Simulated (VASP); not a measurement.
Write the native input for VASP 6.6.1 that does the following.

```yaml
Task: single point
Functional: r2SCAN
Potentials_or_basis: VASP PAW PBE potentials, release 64 (C)
Cutoff: 520 eV
k_mesh: 12 × 12 × 12
Occupations: gaussian, width 0.05 eV
Spin: no spin polarisation
Dipole_correction: no
Further_INCAR_settings: ALGO = Normal; EDIFF = 1e-06; NBANDS = 11
```

Crystal: C.

```
CELL_PARAMETERS angstrom
0.00000 1.80569 1.80569
1.78340 0.02229 1.78340
1.78340 1.78340 0.02229
ATOMIC_POSITIONS crystal
C 0.50000 0.50000 0.50000
C 0.75000 0.75000 0.75000
```

This cell differs from its parent crystal: strain +0.0250 x Voigt [0, 0, 0, 1, 0, 0].

One way to write it, as run:

POSCAR

```
C
1.0
    0.0000000000      1.8056925000      1.8056925000
    1.7834000000      0.0222925000      1.7834000000
    1.7834000000      1.7834000000      0.0222925000
C
2
Direct
    0.5000000000      0.5000000000      0.5000000000
    0.7500000000      0.7500000000      0.7500000000
```

INCAR.step1

```
PREC = Accurate
ENCUT = 520
ISMEAR = 0
SIGMA = 0.05
LREAL = False
LASPH = True
NELM = 80
NBANDS = 11
GGA = PE
ALGO = Normal
EDIFF = 1E-4
LWAVE = True
LCHARG = False
```

INCAR.step2

```
PREC = Accurate
ENCUT = 520
EDIFF = 1E-6
ISMEAR = 0
SIGMA = 0.05
LREAL = False
LASPH = True
NELM = 80
ALGO = Normal
ISIF = 2
LWAVE = False
LCHARG = False
METAGGA = R2SCAN
LMIXTAU = True
NBANDS = 11
ISTART = 1
```

KPOINTS

```
regular mesh
0
Gamma
  12 12 12
```

Potentials or basis: VASP PAW PBE potentials, release 64 (C).

Command:

```bash
$ cat potpaw_PBE.64/C/POTCAR > POTCAR
$ cp INCAR.step1 INCAR
$ mpirun -np 1 vasp_std > vasp.out
$ cp INCAR.step2 INCAR
$ mpirun -np 1 vasp_std > vasp.out
```

Results of the run:

- Pressure: -1.0 GPa
- Largest force: 0.057 eV/Å
- Band gap on the k mesh: 4.30 eV (least direct gap 5.45 eV)

Caveat: the cell differs from its parent crystal (strain +0.0250 x Voigt [0, 0, 0, 1, 0, 0]); the PAW data sets were made with another functional, which shifts forces and pressure a little.

It took 2.5 min on 1 thread of Intel Xeon 8259CL, with other jobs on the host, peak memory 0.14 GiB.
